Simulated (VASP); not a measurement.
# AlRu (P4mm) in VASP: notebook

Runs on AlRu. Level: PBEsol. Tasks: single point.

All numbers are computed with VASP 6.6.1; they aren't measurements. Logs are shortened: lines on timing, memory, paths and dates and some standing lists are left out, and cuts for length are marked.

### Step 1. The cell of the first run

It takes space group P4mm (No. 99, tetragonal). The conventional cell has a = 2.992 Å, b = 2.992 Å, c = 2.992 Å, α = 90.00°, β = 90.00°, γ = 90.00°. Al (site symmetry 4mm) has 8 Ru at 2.54 to 2.64 Å and 6 Al at 2.99 Å within 3.4 Å. Ru (site symmetry 4mm) has 8 Al at 2.54 to 2.64 Å and 6 Ru at 2.99 Å within 3.4 Å.

### Step 2. Single point, PBEsol (all Al atoms moved +0.087 Å, as atom 1 along Cartesian [0 1 0])

Contents of INCAR:

```
PREC = Accurate ; ENCUT = 520
EDIFF = 1E-6 ; ISMEAR = 0
SIGMA = 0.15 ; LREAL = F
LASPH = T ; NELM = 100
ALGO = Fast ; ISIF = 2
LWAVE = F ; LCHARG = F
GGA = PS ; NBANDS = 16
```

Contents of KPOINTS:

```
Automatic mesh
0
Gamma
  16 16 16
```

Contents of POSCAR:

```
AlRu
1.0
    2.9916000000      0.0000000000      0.0000000000
    0.0000000000      2.9916000000      0.0000000000
    0.0000000000      0.0000000000      2.9916000000
Al Ru
1 1
Direct
    0.0000000000      0.0292485626      0.0000000000
    0.5000000000      0.5000000000      0.5000000000
```

Potentials or basis: VASP PAW PBE potentials, release 64 (Al, Ru_pv).

Launch:

```
$ cat potpaw_PBE.64/Al/POTCAR potpaw_PBE.64/Ru_pv/POTCAR > POTCAR
$ mpirun -np 1 vasp_std > vasp.out
```

OUTCAR:

```text
PREC = Accurate
   ENCUT = 520
   EDIFF = 1E-6
   ISMEAR = 0
   LREAL = F
   LASPH = T
   NELM = 100
   ISIF = 2
   GGA = PS

 ion  position               nearest neighbor table
   1  0.000  0.029  0.000-   2 2.54   2 2.54   2 2.54   2 2.54   2 2.64   2 2.64   2 2.64   2 2.64

   2  0.500  0.500  0.500-   1 2.54   1 2.54   1 2.54   1 2.54   1 2.64   1 2.64   1 2.64   1 2.64

  LATTYP: Found a simple cubic cell.
 ALAT       =     2.9916000000

  Lattice vectors:

 A1 = (   2.9916000000,   0.0000000000,   0.0000000000)
 A2 = (   0.0000000000,   2.9916000000,   0.0000000000)
 A3 = (   0.0000000000,   0.0000000000,   2.9916000000)

Analysis of symmetry for initial positions (statically):
=====================================================================
 Subroutine PRICEL returns:
 Original cell was already a primitive cell.

 Routine SETGRP: Setting up the symmetry group for a
 simple cubic supercell.

 Subroutine GETGRP returns: Found  8 space group operations
 (whereof  8 operations were pure point group operations)
 out of a pool of 48 trial point group operations.

The static configuration has the point symmetry C_4v.

Analysis of symmetry for dynamics (positions and initial velocities):
=====================================================================
 Subroutine PRICEL returns:
 Original cell was already a primitive cell.

 Routine SETGRP: Setting up the symmetry group for a
 simple cubic supercell.

 Subroutine GETGRP returns: Found  8 space group operations
 (whereof  8 operations were pure point group operations)
 out of a pool of 48 trial point group operations.

The dynamic configuration has the point symmetry C_4v.

 Subroutine INISYM returns: Found  8 space group operations
 (whereof  8 operations are pure point group operations),
 and found     1 'primitive' translations

----------------------------------------------------------------------------------------

                                     Primitive cell

  volume of cell :      26.7738

  direct lattice vectors                    reciprocal lattice vectors
     2.991600000  0.000000000  0.000000000     0.334269287  0.000000000  0.000000000
     0.000000000  2.991600000  0.000000000     0.000000000  0.334269287  0.000000000
     0.000000000  0.000000000  2.991600000     0.000000000  0.000000000  0.334269287

  length of vectors
     2.991600000  2.991600000  2.991600000     0.334269287  0.334269287  0.334269287

  position of ions in fractional coordinates (direct lattice)
     0.000000000  0.029248563  0.000000000
     0.500000000  0.500000000  0.500000000

  ion indices of the primitive-cell ions
   primitive index   ion index
                 1           1
                 2           2

----------------------------------------------------------------------------------------

 KPOINTS: Automatic mesh

Automatic generation of k-mesh.
 Grid dimensions read from file:
 generate k-points for:   16   16   16

 Generating k-lattice:

  Cartesian coordinates                     Fractional coordinates (reciprocal lattice)
     0.020891830  0.000000000  0.000000000     0.062500000  0.000000000  0.000000000
     0.000000000  0.020891830  0.000000000     0.000000000  0.062500000  0.000000000
     0.000000000  0.000000000  0.020891830     0.000000000  0.000000000  0.062500000

  Length of vectors
     0.020891830  0.020891830  0.020891830

  Shift w.r.t. Gamma in fractional coordinates (k-lattice)
     0.000000000  0.000000000  0.000000000

 Subroutine IBZKPT returns following result:
 ===========================================

 Found    405 irreducible k-points:

 Following reciprocal coordinates:
            Coordinates               Weight
  0.000000  0.000000  0.000000      1.000000
  0.062500  0.000000  0.000000      4.000000
  0.000000  0.062500  0.000000      2.000000
  0.125000  0.000000  0.000000      4.000000
  0.000000  0.125000  0.000000      2.000000
  0.187500  0.000000  0.000000      4.000000
[... 16 lines left out ...]
  0.187500  0.062500  0.000000      8.000000
  0.000000  0.187500  0.062500      8.000000
 [... further k-points ...]
   k-points           NKPTS =    405   k-points in BZ     NKDIM =    405   number of bands    NBANDS=     16
   number of dos      NEDOS =    301   number of ions     NIONS =      2
   total plane-waves  NPLWV =  13824
   dimension x,y,z NGX =    24 NGY =   24 NGZ =   24
   dimension x,y,z NGXF=    48 NGYF=   48 NGZF=   48
   ions per type =               1   1
   NGX,Y,Z   is equivalent  to a cutoff of  13.34, 13.34, 13.34 a.u.
   NGXF,Y,Z  is equivalent  to a cutoff of  26.67, 26.67, 26.67 a.u.
 SYSTEM =  unknown system
   PREC   = accura    normal or accurate (medium, high low for compatibility)
   ISTART =      0    job   : 0-new  1-cont  2-samecut
   ICHARG =      2    charge: 1-file 2-atom 10-const
   ISPIN  =      1    spin polarized calculation?
   LNONCOLLINEAR =      F non collinear calculations
   LSORBIT =      F    spin-orbit coupling
   LASPH  =      T    aspherical Exc in radial PAW
   ENCUT  =  520.0 eV  38.22 Ry    6.18 a.u.   5.56  5.56  5.56*2*pi/ulx,y,z
   NELM   =    100;   NELMIN=  2; NELMDL= -5     # of ELM steps
   EDIFF  = 0.1E-05   stopping-criterion for ELM
   LREAL  =      F    real-space projection
   EDIFFG = 0.1E-04   stopping-criterion for IOM
   NSW    =      0    number of steps for IOM
   IBRION =     -1    ionic relax: 0-MD 1-quasi-New 2-CG
   NFREE  =      0    steps in history (QN), initial steepest desc. (CG)
   ISIF   =      2    stress and relaxation
   ISYM   =      2    0-nonsym 1-usesym 2-fastsym
   POTIM  = 0.5000    time-step for ionic-motion
   TEBEG  =    0.0;   TEEND  =   0.0 temperature during run
   PSTRESS=    0.0 pullay stress
   NELECT =      17.0000    total number of electrons
   NUPDOWN=      -1.0000    fix difference up-down
   EMIN   =  10.00;   EMAX   =-10.00  energy-range for DOS
   EFERMI =   0.00;   METHOD = LEGACY
   ISMEAR =     0;   SIGMA  =   0.15  broadening in eV -4-tet -1-fermi 0-gaus
   EFERMI_NEDOS =   21; number of points for ismear=-14 and -15
   IALGO  =     68    algorithm
   IMIX   =      4    mixing-type and parameters
     AMIX     =   0.40;   BMIX     =  1.00
     AMIX_MAG =   1.60;   BMIX_MAG =  1.00
  volume/ion in A,a.u.               =      13.39        90.34
  Fermi-wavevector in a.u.,A,eV,Ry     =   1.407087  2.659009 26.938090  1.979894
  Thomas-Fermi vector in A             =   2.529382
   LORBIT       =      0    0 simple, 1 ext, 2 COOP (PROOUT), +10 PAW based schemes
   GGA     = PS    functional components
   LHFCALC =     F    Hartree Fock is set to
   AEXX    =    0.0000 exact exchange contribution
   IVDW    =     0    specifies the selected vdW correction
   LEPSILON=     F    determine dielectric tensor
   LRPA    =     F    only Hartree local field effects (RPA)
 non-spin polarized calculation
 RMM-DIIS sequential band-by-band and
 Gauss-broadening in eV      SIGMA  =   0.15
  energy-cutoff  :      520.00
  volume of cell :       26.77
 maximum number of plane-waves:       739
 NGX is ok and might be reduce to    24
   NGX = 11   NGY = 11   NGZ = 11

 number of electron      16.9999995 magnetization

 Free energy of the ion-electron system (eV)
  ---------------------------------------------------
  ext. energy  EPLUGINS =         0.00000000
  ---------------------------------------------------
  free energy    TOTEN  =       -15.49384307 eV

  energy without entropy =      -15.47470719  energy(sigma->0) =      -15.48427513

 E-fermi :  10.6097     XC(G=0): -12.6846

 val. band max:       10.6075888001   @ k =   0.4375   0.4375   0.1250
 cond. band min:      10.6097061450   @ k =   0.1250   0.5000   0.4375
 fundamental gap:      0.0021173449
 Fermi energy:        10.6096548370

 k-point     1 :       0.0000    0.0000    0.0000
  band No.  band energies     occupation
      1     -31.1148      2.00000
      2     -31.1148      2.00000
      3     -31.1135      2.00000
      4       0.9157      2.00000
      5       6.9931      2.00000
      6       6.9992      2.00000
[... 8 lines left out ...]
     15      22.6034      0.00000
     16      25.6185      0.00000

 k-point     2 :       0.0625    0.0000    0.0000
  band No.  band energies     occupation
      1     -31.1230      2.00000
      2     -31.1141      2.00000
      3     -31.1128      2.00000
      4       0.9911      2.00000
      5       7.0200      2.00000
      6       7.0260      2.00000
[... 8 lines left out ...]
     15      22.6040      0.00000
     16      25.8543      0.00000

 k-point     3 :       0.0000    0.0625    0.0000
  band No.  band energies     occupation
      1     -31.1216      2.00000
      2     -31.1141      2.00000
      3     -31.1141      2.00000
      4       0.9909      2.00000
      5       7.0195      2.00000
      6       7.0263      2.00000
[... 8 lines left out ...]
     15      22.6040      0.00000
     16      25.8496      0.00000

 k-point     4 :       0.1250    0.0000    0.0000
  band No.  band energies     occupation
      1     -31.1461      2.00000
      2     -31.1122      2.00000
      3     -31.1109      2.00000
      4       1.2145      2.00000
      5       7.0870      2.00000
      6       7.1014      2.00000
[... 8 lines left out ...]
     15      22.6113      0.00000
     16      26.5954      0.00000
[... 324 lines left out ...]
 k-point    22 :       0.0625    0.0000    0.1250
  band No.  band energies     occupation
      1     -31.1454      2.00000
      2     -31.1203      2.00000
      3     -31.1102      2.00000
      4       1.2881      2.00000
      5       7.1181      2.00000
      6       7.1278      2.00000
[... 8 lines left out ...]
     15      22.6204      0.00000
     16      26.7577      0.00000

 k-point    23 :       0.1875    0.0625    0.0000
  band No.  band energies     occupation
      1     -31.1798      2.00000
      2     -31.1160      2.00000
      3     -31.1086      2.00000
      4       1.6493      2.00000
      5       7.1718      2.00000
      6       7.2488      2.00000
[... 8 lines left out ...]
     15      23.1857      0.00000
     16      27.6752      0.00000

 k-point    24 :       0.0000    0.1875    0.0625
  band No.  band energies     occupation
      1     -31.1784      2.00000
      2     -31.1173      2.00000
      3     -31.1086      2.00000
      4       1.6480      2.00000
      5       7.1758      2.00000
      6       7.2428      2.00000
[... 8 lines left out ...]
     15      23.2186      0.00000
     16      27.6493      0.00000

 [... further k-points ...]
[... 5 lines left out ...]
  --------------------------------------------------------------------------------------
  -------------------------------------------------------------------------------------
  Total       -0.3939107     -0.4938948     -0.3939107      0.0000000     -0.0000000      0.0000000
  in kB      -23.5720744    -29.5552394    -23.5720744      0.0000000     -0.0000000      0.0000000
  external PRESSURE =     -25.5664627 kB  Pullay stress =       0.0000000 kB

 VOLUME and BASIS-vectors are now :
 -----------------------------------------------------------------------------
  energy-cutoff  :      520.00
  volume of cell :       26.77
      direct lattice vectors                 reciprocal lattice vectors
     2.991600000  0.000000000  0.000000000     0.334269287  0.000000000  0.000000000
     0.000000000  2.991600000  0.000000000     0.000000000  0.334269287  0.000000000
     0.000000000  0.000000000  2.991600000     0.000000000  0.000000000  0.334269287

 POSITION                                       TOTAL-FORCE (eV/Angst)
 -----------------------------------------------------------------------------------
      0.00000      0.08750      0.00000         0.000000     -0.670480     -0.000000
      1.49580      1.49580      1.49580         0.000000      0.670480      0.000000
 -----------------------------------------------------------------------------------
    total drift:                                0.000000     -0.000402     -0.000000

  FREE ENERGIE OF THE ION-ELECTRON SYSTEM (eV)
  ---------------------------------------------------
  free  energy   TOTEN  =       -15.4938430667 eV

  energy  without entropy=      -15.4747071924  energy(sigma->0) =      -15.48427513
```

Wall time 2.7 min (1 thread of Intel Xeon 8259CL, shared host); peak memory 0.28 GiB.

What came out:

```yaml
Free_energy: -15.4938 eV
Pressure: -2.6 GPa
Largest_force: 0.670 eV/Å
Band_gap_on_the_k_mesh: zero (an odd number of electrons rules out a gap without spin polarisation)
```

Forces in eV/Å, atoms in the order of the input:
```
Al   0.000 -0.670  0.000
Ru   0.000  0.670  0.000
```

Stress tensor (GPa, compression positive):
```
-2.36  0.00  0.00
 0.00 -2.96  0.00
 0.00  0.00 -2.36
```

Caveat: the cell differs from its parent crystal (all Al atoms moved +0.087 Å, as atom 1 along Cartesian [0 1 0]); the PAW data sets were made with another functional, which shifts forces and pressure a little.

### Step 3. Single point, PBEsol (all Al atoms moved +0.062 Å, as atom 1 along Cartesian [0 1 0])

Contents of INCAR:

```
PREC = Accurate ; ENCUT = 520
EDIFF = 1E-6 ; ISMEAR = 0
SIGMA = 0.15 ; LREAL = False
LASPH = True ; NELM = 80
ALGO = Fast ; ISIF = 2
LWAVE = False ; LCHARG = False
GGA = PS ; NBANDS = 16
```

Contents of KPOINTS:

```
regular mesh
0
Gamma
  16 16 16
```

POSCAR: that of step 2 with these lines changed.

```diff
@@ -8,3 +8,3 @@
 Direct
-    0.0000000000      0.0292485626      0.0000000000
+    0.0000000000      0.0208918305      0.0000000000
     0.5000000000      0.5000000000      0.5000000000
```

Potentials or basis: VASP PAW PBE potentials, release 64 (Al, Ru_pv).

Launch:

```
$ cat potpaw_PBE.64/Al/POTCAR potpaw_PBE.64/Ru_pv/POTCAR > POTCAR
$ mpirun -np 1 vasp_std > vasp.out
```

OUTCAR:

```text
PREC = Accurate
   ENCUT = 520
   EDIFF = 1E-6
   ISMEAR = 0
   LREAL = False
   LASPH = True
   NELM = 80
   ISIF = 2
   GGA = PS

 ion  position               nearest neighbor table
   1  0.000  0.021  0.000-   2 2.56   2 2.56   2 2.56   2 2.56   2 2.63   2 2.63   2 2.63   2 2.63

   2  0.500  0.500  0.500-   1 2.56   1 2.56   1 2.56   1 2.56   1 2.63   1 2.63   1 2.63   1 2.63

  LATTYP: Found a simple cubic cell.
 ALAT       =     2.9916000000

  Lattice vectors:

 A1 = (   2.9916000000,   0.0000000000,   0.0000000000)
[... 628 lines left out ...]
      4       1.6473      2.00000
      5       7.1789      2.00000
      6       7.2493      2.00000
[... 8 lines left out ...]
     15      23.2097      0.00000
     16      27.7237      0.00000

 [... further k-points ...]
[... 5 lines left out ...]
  --------------------------------------------------------------------------------------
  -------------------------------------------------------------------------------------
  Total       -0.4732311     -0.5242446     -0.4732311      0.0000000     -0.0000000      0.0000000
  in kB      -28.3186982    -31.3714083    -28.3186982      0.0000000     -0.0000000      0.0000000
  external PRESSURE =     -29.3362683 kB  Pullay stress =       0.0000000 kB

 VOLUME and BASIS-vectors are now :
 -----------------------------------------------------------------------------
  energy-cutoff  :      520.00
  volume of cell :       26.77
      direct lattice vectors                 reciprocal lattice vectors
     2.991600000  0.000000000  0.000000000     0.334269287  0.000000000  0.000000000
     0.000000000  2.991600000  0.000000000     0.000000000  0.334269287  0.000000000
     0.000000000  0.000000000  2.991600000     0.000000000  0.000000000  0.334269287

 POSITION                                       TOTAL-FORCE (eV/Angst)
 -----------------------------------------------------------------------------------
      0.00000      0.06250      0.00000         0.000000     -0.479342      0.000000
      1.49580      1.49580      1.49580        -0.000000      0.479342     -0.000000
 -----------------------------------------------------------------------------------
    total drift:                                0.000000     -0.000518     -0.000000

  FREE ENERGIE OF THE ION-ELECTRON SYSTEM (eV)
  ---------------------------------------------------
  free  energy   TOTEN  =       -15.5082178280 eV

  energy  without entropy=      -15.4891109989  energy(sigma->0) =      -15.49866441
```

OSZICAR:

```text
N       E                     dE             d eps       ncg     rms          rms(c)
DAV:   1     0.115240954875E+03    0.11524E+03   -0.90858E+03 13200   0.984E+02
DAV:   2    -0.143875770401E+02   -0.12963E+03   -0.12349E+03 15320   0.293E+02
DAV:   3    -0.162872522851E+02   -0.18997E+01   -0.18942E+01 16528   0.370E+01
DAV:   4    -0.163010491119E+02   -0.13797E-01   -0.13776E-01 16408   0.331E+00
DAV:   5    -0.163012423388E+02   -0.19323E-03   -0.19296E-03 15768   0.375E-01    0.132E+01
RMM:   6    -0.156096880431E+02    0.69155E+00   -0.23349E+00 13359   0.118E+01    0.239E+00
RMM:   7    -0.155267999602E+02    0.82888E-01   -0.14541E-01 13728   0.310E+00    0.199E+00
RMM:   8    -0.155085449125E+02    0.18255E-01   -0.17807E-02 14308   0.940E-01    0.202E-01
RMM:   9    -0.155082256283E+02    0.31928E-03   -0.14036E-03 14858   0.305E-01    0.131E-01
RMM:  10    -0.155082175588E+02    0.80695E-05   -0.20209E-04 15673   0.129E-01    0.357E-02
RMM:  11    -0.155082189653E+02   -0.14065E-05   -0.51954E-05 15489   0.607E-02    0.221E-02
RMM:  12    -0.155082175739E+02    0.13914E-05   -0.13150E-05 15769   0.302E-02    0.153E-02
RMM:  13    -0.155082178280E+02   -0.25414E-06   -0.25074E-06 12523   0.133E-02
   1 F= -.15508218E+02 E0= -.15498664E+02  d E =-.191068E-01
```

It took 2.3 min on 1 thread of Intel Xeon 8259CL, shared host; peak memory 0.28 GiB.

What came out:

- Free energy: -15.5082 eV
- Pressure: -2.9 GPa
- Largest force: 0.479 eV/Å
- Band gap on the k mesh: zero (an odd number of electrons rules out a gap without spin polarisation)

Forces in eV/Å, atoms in the order of the input:
```
Al   0.000 -0.479  0.000
Ru   0.000  0.479  0.000
```

Caveat: the cell differs from its parent crystal (all Al atoms moved +0.062 Å, as atom 1 along Cartesian [0 1 0]); the PAW data sets were made with another functional, which shifts forces and pressure a little.

(Continued in part 2 of 2.)
